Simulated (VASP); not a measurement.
# Cu (Fm-3m) in VASP: single point with PBE

Aim: the single point of Cu with PBE.

All numbers are computed with VASP 6.6.1; they aren't measurements. Logs are shortened: lines on timing, memory, paths and dates and some standing lists are left out, and cuts for length are marked.

## 1. The cell of the first run

It takes space group Fm-3m (No. 225, cubic). The conventional cell has a = 3.631 Å, b = 3.631 Å, c = 3.631 Å, α = 90.00°, β = 90.00°, γ = 90.00°. Within 3.4 Å of Cu (site symmetry m-3m) lie 12 Cu at 2.57 Å.

## 2. Single point, PBE

INCAR reads:

```
SYSTEM = Cu
ALGO     = Normal         ! electronic algorithm
EDIFF    = 1E-6           ! SCF threshold, eV
ENCUT    = 600            ! plane-wave cutoff, eV
GGA      = PE             ! functional
GGA_COMPAT= .False.      
ISIF     = 2              ! what is computed and relaxed
ISMEAR   = 0              ! smearing method
LASPH    = .True.         ! aspherical terms in the spheres
LCHARG   = .False.        ! write CHGCAR
LREAL    = .False.        ! projectors in reciprocal space
LWAVE    = .False.        ! write WAVECAR
NBANDS   = 12             ! bands
NELM     = 120            ! most SCF steps
PREC     = Accurate       ! precision mode
SIGMA    = 0.05           ! smearing width, eV
```

KPOINTS reads:

```
k-points
0
Gamma
  10 10 10
  0 0 0
```

POSCAR reads:

```
Cu
1.0
    0.0000000000      1.8154809670      1.8154809670
    1.8154809670      0.0000000000      1.8154809670
    1.8154809670      1.8154809670      0.0000000000
Cu
1
Direct
    0.0000000000      0.0000000000      0.0000000000
```

Potentials or basis: VASP PAW PBE potentials, release 64 (Cu).

On the command line:

```console
cat potpaw_PBE.64/Cu/POTCAR > POTCAR
mpirun -np 1 vasp_std > vasp.out
```

OUTCAR:

```text
SYSTEM = Cu
   EDIFF = 1E-6
   ENCUT = 600
   GGA = PE
   ISIF = 2
   ISMEAR = 0
   LASPH = .True.
   LREAL = .False.
   NELM = 120
   PREC = Accurate

 ion  position               nearest neighbor table
   1  0.000  0.000  0.000-

  LATTYP: Found a face centered cubic cell.
 ALAT       =     3.6309619340

  Lattice vectors:

 A1 = (   0.0000000000,   1.8154809670,   1.8154809670)
 A2 = (   1.8154809670,   0.0000000000,   1.8154809670)
 A3 = (   1.8154809670,   1.8154809670,   0.0000000000)

Analysis of symmetry for initial positions (statically):
=====================================================================
 Subroutine PRICEL returns:
 Original cell was already a primitive cell.

 Routine SETGRP: Setting up the symmetry group for a
 face centered cubic supercell.

 Subroutine GETGRP returns: Found 48 space group operations
 (whereof 48 operations were pure point group operations)
 out of a pool of 48 trial point group operations.

The static configuration has the point symmetry O_h .

Analysis of symmetry for dynamics (positions and initial velocities):
=====================================================================
 Subroutine PRICEL returns:
 Original cell was already a primitive cell.

 Routine SETGRP: Setting up the symmetry group for a
 face centered cubic supercell.

 Subroutine GETGRP returns: Found 48 space group operations
 (whereof 48 operations were pure point group operations)
 out of a pool of 48 trial point group operations.

The dynamic configuration has the point symmetry O_h .

 Subroutine INISYM returns: Found 48 space group operations
 (whereof 48 operations are pure point group operations),
 and found     1 'primitive' translations

----------------------------------------------------------------------------------------

                                     Primitive cell

  volume of cell :      11.9675

  direct lattice vectors                    reciprocal lattice vectors
     0.000000000  1.815480967  1.815480967    -0.275409111  0.275409111  0.275409111
     1.815480967  0.000000000  1.815480967     0.275409111 -0.275409111  0.275409111
     1.815480967  1.815480967  0.000000000     0.275409111  0.275409111 -0.275409111

  length of vectors
     2.567477806  2.567477806  2.567477806     0.477022574  0.477022574  0.477022574

  position of ions in fractional coordinates (direct lattice)
     0.000000000  0.000000000  0.000000000

  ion indices of the primitive-cell ions
   primitive index   ion index
                 1           1

----------------------------------------------------------------------------------------

 KPOINTS: k-points

Automatic generation of k-mesh.
 Grid dimensions read from file:
 generate k-points for:   10   10   10

 Generating k-lattice:

  Cartesian coordinates                     Fractional coordinates (reciprocal lattice)
    -0.027540911  0.027540911  0.027540911     0.100000000  0.000000000  0.000000000
     0.027540911 -0.027540911  0.027540911     0.000000000  0.100000000  0.000000000
     0.027540911  0.027540911 -0.027540911     0.000000000  0.000000000  0.100000000

  Length of vectors
     0.047702257  0.047702257  0.047702257

  Shift w.r.t. Gamma in fractional coordinates (k-lattice)
     0.000000000  0.000000000  0.000000000

 Subroutine IBZKPT returns following result:
 ===========================================

 Found     47 irreducible k-points:

 Following reciprocal coordinates:
            Coordinates               Weight
  0.000000  0.000000  0.000000      1.000000
  0.100000  0.000000  0.000000      8.000000
  0.200000  0.000000  0.000000      8.000000
  0.300000  0.000000  0.000000      8.000000
  0.400000  0.000000  0.000000      8.000000
  0.500000  0.000000  0.000000      4.000000
[... 16 lines left out ...]
  0.300000  0.300000  0.000000      6.000000
  0.400000  0.300000  0.000000     24.000000
 [... further k-points ...]
   k-points           NKPTS =     47   k-points in BZ     NKDIM =     47   number of bands    NBANDS=     12
   number of dos      NEDOS =    301   number of ions     NIONS =      1
   total plane-waves  NPLWV =  13824
   dimension x,y,z NGX =    24 NGY =   24 NGZ =   24
   dimension x,y,z NGXF=    48 NGYF=   48 NGZF=   48
   ions per type =               1
   NGX,Y,Z   is equivalent  to a cutoff of  15.54, 15.54, 15.54 a.u.
   NGXF,Y,Z  is equivalent  to a cutoff of  31.08, 31.08, 31.08 a.u.
 SYSTEM =  Cu
   PREC   = accura    normal or accurate (medium, high low for compatibility)
   ISTART =      0    job   : 0-new  1-cont  2-samecut
   ICHARG =      2    charge: 1-file 2-atom 10-const
   ISPIN  =      1    spin polarized calculation?
   LNONCOLLINEAR =      F non collinear calculations
   LSORBIT =      F    spin-orbit coupling
   LASPH  =      T    aspherical Exc in radial PAW
   ENCUT  =  600.0 eV  44.10 Ry    6.64 a.u.   5.13  5.13  5.13*2*pi/ulx,y,z
   NELM   =    120;   NELMIN=  2; NELMDL= -5     # of ELM steps
   EDIFF  = 0.1E-05   stopping-criterion for ELM
   LREAL  =      F    real-space projection
[... 7 lines left out ...]
   TEBEG  =    0.0;   TEEND  =   0.0 temperature during run
   PSTRESS=    0.0 pullay stress
   NELECT =      11.0000    total number of electrons
   NUPDOWN=      -1.0000    fix difference up-down
   EMIN   =  10.00;   EMAX   =-10.00  energy-range for DOS
   EFERMI =   0.00;   METHOD = LEGACY
   ISMEAR =     0;   SIGMA  =   0.05  broadening in eV -4-tet -1-fermi 0-gaus
   EFERMI_NEDOS =   21; number of points for ismear=-14 and -15
   IALGO  =     38    algorithm
   IMIX   =      4    mixing-type and parameters
     AMIX     =   0.40;   BMIX     =  1.00
     AMIX_MAG =   1.60;   BMIX_MAG =  1.00
  volume/ion in A,a.u.               =      11.97        80.76
  Fermi-wavevector in a.u.,A,eV,Ry     =   1.591735  3.007942 34.471986  2.533619
  Thomas-Fermi vector in A             =   2.690229
   LORBIT       =      0    0 simple, 1 ext, 2 COOP (PROOUT), +10 PAW based schemes
   GGA     = PE    functional components
   LHFCALC =     F    Hartree Fock is set to
   AEXX    =    0.0000 exact exchange contribution
   IVDW    =     0    specifies the selected vdW correction
   LEPSILON=     F    determine dielectric tensor
   LRPA    =     F    only Hartree local field effects (RPA)
 non-spin polarized calculation
 Gauss-broadening in eV      SIGMA  =   0.05
  energy-cutoff  :      600.00
  volume of cell :       11.97
 maximum number of plane-waves:       411
 NGX is ok and might be reduce to    24
   NGX = 11   NGY = 11   NGZ = 11

 number of electron      10.9999998 magnetization

 Free energy of the ion-electron system (eV)
  ---------------------------------------------------
  ext. energy  EPLUGINS =         0.00000000
  ---------------------------------------------------
  free energy    TOTEN  =        -3.71379287 eV

  energy without entropy =       -3.71308346  energy(sigma->0) =       -3.71343816

 E-fermi :   7.3021     XC(G=0): -12.6492

 val. band max:        7.2216767633   @ k =   0.5000   0.2000   0.1000
 cond. band min:       7.3190800090   @ k =   0.5000   0.1000   0.0000
 fundamental gap:      0.0974032457
 Fermi energy:         7.3020832766

 k-point     1 :       0.0000    0.0000    0.0000
  band No.  band energies     occupation
      1      -1.8281      2.00000
      2       4.4393      2.00000
      3       4.4393      2.00000
      4       4.4393      2.00000
      5       5.2450      2.00000
      6       5.2450      2.00000
      7      29.9108      0.00000
      8      32.4531      0.00000
      9      32.4531      0.00000
     10      32.4531      0.00000
     11      34.9357      0.00000
     12      34.9357      0.00000

 k-point     2 :       0.1000    0.0000    0.0000
  band No.  band energies     occupation
      1      -1.4691      2.00000
      2       4.3675      2.00000
      3       4.5023      2.00000
      4       4.5023      2.00000
      5       5.2228      2.00000
      6       5.2228      2.00000
      7      27.3549      0.00000
      8      30.6242      0.00000
      9      31.5572      0.00000
     10      31.5572      0.00000
     11      36.3216      0.00000
     12      36.3216      0.00000

 k-point     3 :       0.2000    0.0000    0.0000
  band No.  band energies     occupation
      1      -0.4373      2.00000
      2       4.2231      2.00000
      3       4.5963      2.00000
      4       4.5963      2.00000
      5       5.2443      2.00000
      6       5.2443      2.00000
      7      22.2311      0.00000
      8      30.1293      0.00000
      9      30.4549      0.00000
     10      30.4549      0.00000
     11      36.7689      0.00000
     12      36.8688      0.00000
[... 286 lines left out ...]
 k-point    23 :       0.3000    0.3000    0.0000
  band No.  band energies     occupation
      1       1.7853      2.00000
      2       3.5285      2.00000
      3       4.9804      2.00000
      4       5.3235      2.00000
      5       5.3235      2.00000
      6       5.5948      2.00000
      7      22.8283      0.00000
      8      23.0360      0.00000
      9      23.0360      0.00000
     10      25.7336      0.00000
     11      28.4395      0.00000
     12      46.1854      0.00000

 k-point    24 :       0.4000    0.3000    0.0000
  band No.  band energies     occupation
      1       2.5033      2.00000
      2       3.3948      2.00000
      3       4.9582      2.00000
      4       5.3807      2.00000
      5       5.7705      2.00000
      6       6.3808      2.00000
      7      19.4540      0.00000
      8      20.2574      0.00000
      9      22.2386      0.00000
     10      26.2959      0.00000
     11      29.9127      0.00000
     12      44.7546      0.00000

 [... further k-points ...]

------------------------ aborting loop because EDIFF is reached ----------------------------------------

  FORCE on cell =-STRESS in cart. coord.  units (eV):
  Direction    XX          YY          ZZ          XY          YZ          ZX
  --------------------------------------------------------------------------------------
  -------------------------------------------------------------------------------------
  Total        0.0588966      0.0588966      0.0588966     -0.0000000      0.0000000     -0.0000000
  in kB        7.8848922      7.8848922      7.8848922     -0.0000000      0.0000000     -0.0000000
  external PRESSURE =       7.8848922 kB  Pullay stress =       0.0000000 kB

 VOLUME and BASIS-vectors are now :
 -----------------------------------------------------------------------------
  energy-cutoff  :      600.00
  volume of cell :       11.97
      direct lattice vectors                 reciprocal lattice vectors
     0.000000000  1.815480967  1.815480967    -0.275409111  0.275409111  0.275409111
     1.815480967  0.000000000  1.815480967     0.275409111 -0.275409111  0.275409111
     1.815480967  1.815480967  0.000000000     0.275409111  0.275409111 -0.275409111

 POSITION                                       TOTAL-FORCE (eV/Angst)
 -----------------------------------------------------------------------------------
      0.00000      0.00000      0.00000         0.000000      0.000000      0.000000
 -----------------------------------------------------------------------------------
    total drift:                               -0.000000      0.000000     -0.000000

  FREE ENERGIE OF THE ION-ELECTRON SYSTEM (eV)
  ---------------------------------------------------
  free  energy   TOTEN  =        -3.7137928718 eV

  energy  without entropy=       -3.7130834569  energy(sigma->0) =       -3.71343816
```

Run time: 13 s. Hardware: 1 thread of Intel Xeon 8259CL, shared host; peak memory 0.14 GiB.

What came out:

```yaml
Free_energy: -3.7138 eV
Pressure: 0.8 GPa
```
